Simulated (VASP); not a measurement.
# C in VASP: notebook, part 2 of 3

VASP 6.6.1.

## (3) Single point, PBE

This run uses another cell than the first one, of 21.82 Å³/atom, 0.940 times its volume.

INCAR

```
SYSTEM = C
ALGO = Normal
EDIFF = 1E-7
ENCUT = 520
GGA = PE
ISIF = 2
ISMEAR = -1
LASPH = .True.
LCHARG = .True.
LELF = .True.
LREAL = .False.
LVHAR = .True.
LWAVE = .False.
NBANDS = 8
NELM = 100
PREC = Accurate
SIGMA = 0.05
```

KPOINTS

```
k-points
0
Gamma
  6 6 20
  0 0 0
```

POSCAR

```
C
1.0
    4.1683054222      0.0000000000      0.0000000000
    0.0000000000      4.1683054222      0.0000000000
    0.0000000000      0.0000000000      1.2561134713
C
1
Direct
    0.5000000000      0.5000000000      0.5000000000
```

Potentials or basis: VASP PAW PBE potentials, release 64 (C).

Launch:

```
cat potpaw_PBE.64/C/POTCAR > POTCAR
mpirun -np 1 vasp_std > vasp.out
```

OUTCAR:

```text
SYSTEM = C
   EDIFF = 1E-7
   ENCUT = 520
   GGA = PE
   ISIF = 2
   ISMEAR = -1
   LASPH = .True.
   LREAL = .False.
   NELM = 100
   PREC = Accurate

 ion  position               nearest neighbor table
   1  0.500  0.500  0.500-

  LATTYP: Found a simple tetragonal cell.
 ALAT       =     4.1683054222
 C/A-ratio  =     0.3013487123

  Lattice vectors:

 A1 = (   4.1683054222,   0.0000000000,   0.0000000000)
 A2 = (   0.0000000000,   4.1683054222,   0.0000000000)
 A3 = (   0.0000000000,   0.0000000000,   1.2561134713)

Analysis of symmetry for initial positions (statically):
=====================================================================
 Subroutine PRICEL returns:
 Original cell was already a primitive cell.

 Routine SETGRP: Setting up the symmetry group for a
 simple tetragonal supercell.

 Subroutine GETGRP returns: Found 16 space group operations
 (whereof 16 operations were pure point group operations)
 out of a pool of 16 trial point group operations.

The static configuration has the point symmetry D_4h.

Analysis of symmetry for dynamics (positions and initial velocities):
=====================================================================
 Subroutine PRICEL returns:
 Original cell was already a primitive cell.

 Routine SETGRP: Setting up the symmetry group for a
 simple tetragonal supercell.

 Subroutine GETGRP returns: Found 16 space group operations
 (whereof 16 operations were pure point group operations)
 out of a pool of 16 trial point group operations.

The dynamic configuration has the point symmetry D_4h.

 Subroutine INISYM returns: Found 16 space group operations
 (whereof 16 operations are pure point group operations),
 and found     1 'primitive' translations

----------------------------------------------------------------------------------------

                                     Primitive cell

  volume of cell :      21.8247

  direct lattice vectors                    reciprocal lattice vectors
     4.168305422  0.000000000  0.000000000     0.239905645  0.000000000  0.000000000
     0.000000000  4.168305422  0.000000000     0.000000000  0.239905645  0.000000000
     0.000000000  0.000000000  1.256113471     0.000000000  0.000000000  0.796106421

  length of vectors
     4.168305422  4.168305422  1.256113471     0.239905645  0.239905645  0.796106421

  position of ions in fractional coordinates (direct lattice)
     0.500000000  0.500000000  0.500000000

  ion indices of the primitive-cell ions
   primitive index   ion index
                 1           1

----------------------------------------------------------------------------------------

 KPOINTS: k-points

Automatic generation of k-mesh.
 Grid dimensions read from file:
 generate k-points for:    6    6   20

 Generating k-lattice:

  Cartesian coordinates                     Fractional coordinates (reciprocal lattice)
     0.039984274  0.000000000  0.000000000     0.166666667  0.000000000  0.000000000
     0.000000000  0.039984274  0.000000000     0.000000000  0.166666667  0.000000000
     0.000000000  0.000000000  0.039805321     0.000000000  0.000000000  0.050000000

  Length of vectors
     0.039984274  0.039984274  0.039805321

  Shift w.r.t. Gamma in fractional coordinates (k-lattice)
     0.000000000  0.000000000  0.000000000

 Subroutine IBZKPT returns following result:
 ===========================================

 Found    110 irreducible k-points:

 Following reciprocal coordinates:
            Coordinates               Weight
  0.000000  0.000000  0.000000      1.000000
  0.166667  0.000000  0.000000      4.000000
  0.333333  0.000000  0.000000      4.000000
  0.500000  0.000000  0.000000      2.000000
  0.166667  0.166667  0.000000      4.000000
  0.333333  0.166667  0.000000      8.000000
[... 16 lines left out ...]
  0.333333  0.000000  0.100000      8.000000
  0.500000  0.000000  0.100000      4.000000
 [... further k-points ...]
   k-points           NKPTS =    110   k-points in BZ     NKDIM =    110   number of bands    NBANDS=      8
   number of dos      NEDOS =    301   number of ions     NIONS =      1
   total plane-waves  NPLWV =  10240
   dimension x,y,z NGX =    32 NGY =   32 NGZ =   10
   dimension x,y,z NGXF=    64 NGYF=   64 NGZF=   20
   ions per type =               1
   NGX,Y,Z   is equivalent  to a cutoff of  12.76, 12.76, 13.23 a.u.
   NGXF,Y,Z  is equivalent  to a cutoff of  25.53, 25.53, 26.47 a.u.
 SYSTEM =  C
   PREC   = accura    normal or accurate (medium, high low for compatibility)
   ISTART =      0    job   : 0-new  1-cont  2-samecut
   ICHARG =      2    charge: 1-file 2-atom 10-const
   ISPIN  =      1    spin polarized calculation?
   LNONCOLLINEAR =      F non collinear calculations
   LSORBIT =      F    spin-orbit coupling
   LASPH  =      T    aspherical Exc in radial PAW
   ENCUT  =  520.0 eV  38.22 Ry    6.18 a.u.   7.75  7.75  2.34*2*pi/ulx,y,z
   NELM   =    100;   NELMIN=  2; NELMDL= -5     # of ELM steps
   EDIFF  = 0.1E-06   stopping-criterion for ELM
   LREAL  =      F    real-space projection
   EDIFFG = 0.1E-05   stopping-criterion for IOM
   NSW    =      0    number of steps for IOM
   IBRION =     -1    ionic relax: 0-MD 1-quasi-New 2-CG
   NFREE  =      0    steps in history (QN), initial steepest desc. (CG)
   ISIF   =      2    stress and relaxation
   ISYM   =      2    0-nonsym 1-usesym 2-fastsym
   POTIM  = 0.5000    time-step for ionic-motion
   TEBEG  =    0.0;   TEEND  =   0.0 temperature during run
   PSTRESS=    0.0 pullay stress
   NELECT =       4.0000    total number of electrons
   NUPDOWN=      -1.0000    fix difference up-down
   EMIN   =  10.00;   EMAX   =-10.00  energy-range for DOS
   EFERMI =   0.00;   METHOD = LEGACY
   ISMEAR =    -1;   SIGMA  =   0.05  broadening in eV -4-tet -1-fermi 0-gaus
   EFERMI_NEDOS =   21; number of points for ismear=-14 and -15
   IALGO  =     38    algorithm
   IMIX   =      4    mixing-type and parameters
     AMIX     =   0.40;   BMIX     =  1.00
     AMIX_MAG =   1.60;   BMIX_MAG =  1.00
  volume/ion in A,a.u.               =      21.82       147.28
  Fermi-wavevector in a.u.,A,eV,Ry     =   0.929920  1.757294 11.765650  0.864751
  Thomas-Fermi vector in A             =   2.056253
   LORBIT       =      0    0 simple, 1 ext, 2 COOP (PROOUT), +10 PAW based schemes
   GGA     = PE    functional components
   LHFCALC =     F    Hartree Fock is set to
   AEXX    =    0.0000 exact exchange contribution
   IVDW    =     0    specifies the selected vdW correction
   LEPSILON=     F    determine dielectric tensor
   LRPA    =     F    only Hartree local field effects (RPA)
 non-spin polarized calculation
  energy-cutoff  :      520.00
  volume of cell :       21.82
 maximum number of plane-waves:       606
 NGX is ok and might be reduce to    32
   NGX = 15   NGY = 15   NGZ =  5

 number of electron       4.0000000 magnetization

 Free energy of the ion-electron system (eV)
  ---------------------------------------------------
  ext. energy  EPLUGINS =         0.00000000
  ---------------------------------------------------
  free energy    TOTEN  =        -8.18075975 eV

  energy without entropy =       -8.17484507  energy(sigma->0) =       -8.17780241

 E-fermi :  -1.4953     XC(G=0):  -6.1242

 val. band max:       -1.5601540574   @ k =   0.5000   0.3333   0.2500
 cond. band min:      -1.4249231131   @ k =   0.1667   0.0000   0.2500
 fundamental gap:      0.1352309443
 Fermi energy:        -1.4953224160

 k-point     1 :       0.0000    0.0000    0.0000
  band No.  band energies     occupation
      1     -18.0255      2.00000
      2      -6.8676      2.00000
      3      -6.8676      2.00000
      4       2.2460      0.00000
      5       6.6848      0.00000
      6      11.5357      0.00000
      7      11.5357      0.00000
      8      12.5477      0.00000

 k-point     2 :       0.1667    0.0000    0.0000
  band No.  band energies     occupation
      1     -18.0149      2.00000
      2      -6.9835      2.00000
      3      -6.8573      2.00000
      4       2.6092      0.00000
      5       6.6823      0.00000
      6      10.3643      0.00000
      7      10.7197      0.00000
      8      14.0823      0.00000
[... 221 lines left out ...]
 k-point    23 :       0.3333    0.0000    0.1000
  band No.  band energies     occupation
      1     -17.4669      2.00000
      2      -6.2992      2.00000
      3      -5.9377      2.00000
      4       4.4050      0.00000
      5       6.9879      0.00000
      6      10.3124      0.00000
      7      11.6961      0.00000
      8      16.1944      0.00000

 k-point    24 :       0.5000    0.0000    0.1000
  band No.  band energies     occupation
      1     -17.4570      2.00000
      2      -6.4018      2.00000
      3      -5.9274      2.00000
      4       5.6430      0.00000
      5       5.7384      0.00000
      6       9.9634      0.00000
      7      13.1299      0.00000
      8      13.9797      0.00000

 [... further k-points ...]
[... 5 lines left out ...]
  --------------------------------------------------------------------------------------
  -------------------------------------------------------------------------------------
  Total       -0.0697535     -0.0697535      2.8629981      0.0000000      0.0000000      0.0000000
  in kB       -5.1206890     -5.1206890    210.1762813      0.0000000      0.0000000      0.0000000
  external PRESSURE =      66.6449678 kB  Pullay stress =       0.0000000 kB

 VOLUME and BASIS-vectors are now :
 -----------------------------------------------------------------------------
  energy-cutoff  :      520.00
  volume of cell :       21.82
      direct lattice vectors                 reciprocal lattice vectors
     4.168305422  0.000000000  0.000000000     0.239905645  0.000000000  0.000000000
     0.000000000  4.168305422  0.000000000     0.000000000  0.239905645  0.000000000
     0.000000000  0.000000000  1.256113471     0.000000000  0.000000000  0.796106421

 POSITION                                       TOTAL-FORCE (eV/Angst)
 -----------------------------------------------------------------------------------
      2.08415      2.08415      0.62806         0.000000      0.000000      0.000000
 -----------------------------------------------------------------------------------
    total drift:                                0.000000     -0.000000      0.000000

  FREE ENERGIE OF THE ION-ELECTRON SYSTEM (eV)
  ---------------------------------------------------
  free  energy   TOTEN  =        -8.1807597517 eV

  energy  without entropy=       -8.1748450728  energy(sigma->0) =       -8.17780241
```

OSZICAR:

```text
N       E                     dE             d eps       ncg     rms          rms(c)
DAV:   1     0.104164820476E+01    0.10416E+01   -0.23802E+03  1824   0.401E+02
DAV:   2    -0.905657163791E+01   -0.10098E+02   -0.98818E+01  2496   0.640E+01
DAV:   3    -0.917260297227E+01   -0.11603E+00   -0.11219E+00  2128   0.765E+00
DAV:   4    -0.917306323799E+01   -0.46027E-03   -0.46011E-03  2856   0.488E-01
DAV:   5    -0.917306333227E+01   -0.94282E-07   -0.94352E-07  2080   0.642E-03    0.532E+00
DAV:   6    -0.838362986154E+01    0.78943E+00   -0.11086E+00  1912   0.503E+00    0.293E+00
DAV:   7    -0.817882465366E+01    0.20481E+00   -0.86208E-01  2072   0.435E+00    0.995E-01
DAV:   8    -0.818121210398E+01   -0.23875E-02   -0.10666E-02  1904   0.639E-01    0.152E-01
DAV:   9    -0.818069158299E+01    0.52052E-03   -0.12708E-03  2096   0.166E-01    0.895E-02
DAV:  10    -0.818078531518E+01   -0.93732E-04   -0.94765E-04  1760   0.147E-01    0.798E-02
DAV:  11    -0.818076016273E+01    0.25152E-04   -0.94832E-05  2224   0.466E-02    0.760E-03
DAV:  12    -0.818075978316E+01    0.37957E-06   -0.35126E-06  1760   0.147E-02    0.165E-03
DAV:  13    -0.818075975166E+01    0.31494E-07   -0.24687E-07  2200   0.259E-03
   1 F= -.81807598E+01 E0= -.81778024E+01  d E =-.591468E-02
```

Wall time 6.1 s (1 thread of AMD EPYC 9R45 (Zen 5), shared host); peak memory 0.1 GiB.

Results:

```yaml
Free_energy: -8.1808 eV
Pressure: 6.7 GPa
Band_gap_on_the_k_mesh: zero (band 2 reaches 8.51 eV, above the bottom of band 3 at -7.23 eV)
```

Stress tensor (GPa, compression positive):
```
-0.51  0.00  0.00
 0.00 -0.51  0.00
 0.00  0.00 21.02
```

Levels at points of the mesh, in eV from the Fermi level:
```tsv
k point	band 1	band 2	band 3	band 4	band 5	band 6
(0.00, 0.00, 0.00)	-16.53	-5.37	-5.37	3.74	8.18	13.03
(0.50, 0.00, 0.00)	-16.49	-5.81	-5.33	6.30	6.32	10.51
(0.50, 0.50, 0.00)	-16.45	-5.73	-5.73	5.86	8.98	8.98
(0.00, 0.00, 0.50)	-9.26	9.51	11.93	11.93	24.27	24.27
(0.50, 0.00, 0.50)	-9.26	9.58	11.81	11.94	22.75	24.44
(0.50, 0.50, 0.50)	-9.25	9.65	11.83	11.83	23.10	23.10
```

## (4) Single point, PBE

This run uses another cell than the first one, of 22.29 Å³/atom, 0.960 times its volume.

INCAR

```
ALGO = Normal
EDIFF = 1E-6
ENCUT = 520
GGA = PE
ISIF = 2
ISMEAR = -1
LASPH = T
LCHARG = F
LREAL = F
LWAVE = F
NBANDS = 8
NELM = 60
PREC = Accurate
SIGMA = 0.05
```

KPOINTS

```
k-points
0
Gamma
  6 6 20
```

POSCAR

```
C
1.0
    4.1976606529      0.0000000000      0.0000000000
    0.0000000000      4.1976606529      0.0000000000
    0.0000000000      0.0000000000      1.2649596323
C
1
Direct
    0.5000000000      0.5000000000      0.5000000000
```

Potentials or basis: VASP PAW PBE potentials, release 64 (C).

Launch:

```
cat potpaw_PBE.64/C/POTCAR > POTCAR
mpirun -np 1 vasp_std > vasp.out
```

OUTCAR:

```text
EDIFF = 1E-6
   ENCUT = 520
   GGA = PE
   ISIF = 2
   ISMEAR = -1
   LASPH = T
   LREAL = F
   NELM = 60
   PREC = Accurate

 ion  position               nearest neighbor table
   1  0.500  0.500  0.500-

  LATTYP: Found a simple tetragonal cell.
 ALAT       =     4.1976606529
 C/A-ratio  =     0.3013487123

  Lattice vectors:

 A1 = (   4.1976606529,   0.0000000000,   0.0000000000)
 A2 = (   0.0000000000,   4.1976606529,   0.0000000000)
 A3 = (   0.0000000000,   0.0000000000,   1.2649596323)
[... 434 lines left out ...]
  band No.  band energies     occupation
      1     -17.4749      2.00000
      2      -6.4098      2.00000
      3      -5.9525      2.00000
      4       5.5267      0.00000
      5       5.6218      0.00000
      6       9.8161      0.00000
      7      12.9295      0.00000
      8      13.7519      0.00000

 [... further k-points ...]
[... 5 lines left out ...]
  --------------------------------------------------------------------------------------
  -------------------------------------------------------------------------------------
  Total       -0.0655856     -0.0655856      1.9213852      0.0000000      0.0000000      0.0000000
  in kB       -4.7144146     -4.7144146    138.1127263      0.0000000      0.0000000      0.0000000
  external PRESSURE =      42.8946324 kB  Pullay stress =       0.0000000 kB

 VOLUME and BASIS-vectors are now :
 -----------------------------------------------------------------------------
  energy-cutoff  :      520.00
  volume of cell :       22.29
      direct lattice vectors                 reciprocal lattice vectors
     4.197660653  0.000000000  0.000000000     0.238227928  0.000000000  0.000000000
     0.000000000  4.197660653  0.000000000     0.000000000  0.238227928  0.000000000
     0.000000000  0.000000000  1.264959632     0.000000000  0.000000000  0.790539061

 POSITION                                       TOTAL-FORCE (eV/Angst)
 -----------------------------------------------------------------------------------
      2.09883      2.09883      0.63248         0.000000      0.000000      0.000000
 -----------------------------------------------------------------------------------
    total drift:                                0.000000     -0.000000      0.000000

  FREE ENERGIE OF THE ION-ELECTRON SYSTEM (eV)
  ---------------------------------------------------
  free  energy   TOTEN  =        -8.1967100958 eV

  energy  without entropy=       -8.1905198276  energy(sigma->0) =       -8.19361496
```

It took 5.5 s on 1 thread of AMD EPYC 9R45 (Zen 5), shared host; peak memory 0.1 GiB.

What came out:

```
Free energy            : -8.1967 eV
Pressure               : 4.3 GPa
Band gap on the k mesh : zero (band 2 reaches 8.09 eV, above the bottom of band 3 at -7.22 eV)
```

(Part 2 of 3 ends here.)
